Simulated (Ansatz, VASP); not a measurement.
**NaF: VASP beside Ansatz**

```xyz
2
Lattice="0.0000 2.3477 2.3477 2.3477 0.0000 2.3477 2.3477 2.3477 0.0000" Properties=species:S:1:pos:R:3 pbc="T T T"
Na    0.0000    0.0000    0.0000
F     2.3477    2.3477    2.3477
```

Alike in both runs: functional PBE; k mesh 6 × 6 × 6; occupations gaussian, width 0.1 eV; no spin polarisation.

Ansatz relaxed the structure, and its values are those at the end. VASP's run is a single point on that final structure, the one shown.

|  | VASP | Ansatz |
| --- | --- | --- |
| version | VASP 6.6.1 | Ansatz 0.2.0 |
| potentials or method | VASP PAW PBE potentials, release 64 (Na_pv, F), cutoff 600 eV | scalar-relativistic, plane waves, PAW |
| valence electrons in the cell | 14 | 16 |

VASP gave:

* gap on the k mesh at the Fermi level (eV): 6.09
* least direct gap on the mesh (eV): 6.09
* pressure (GPa): -0.1

Task: Estimate Ansatz's values.

Result: gap on the k mesh at the Fermi level (eV): 6.11; least direct gap on the mesh (eV): 6.11; pressure (GPa): 0.2.

VASP's potentials hold 14 valence electrons a cell and Ansatz's 16, so a difference there can come from the potentials and not from the codes.
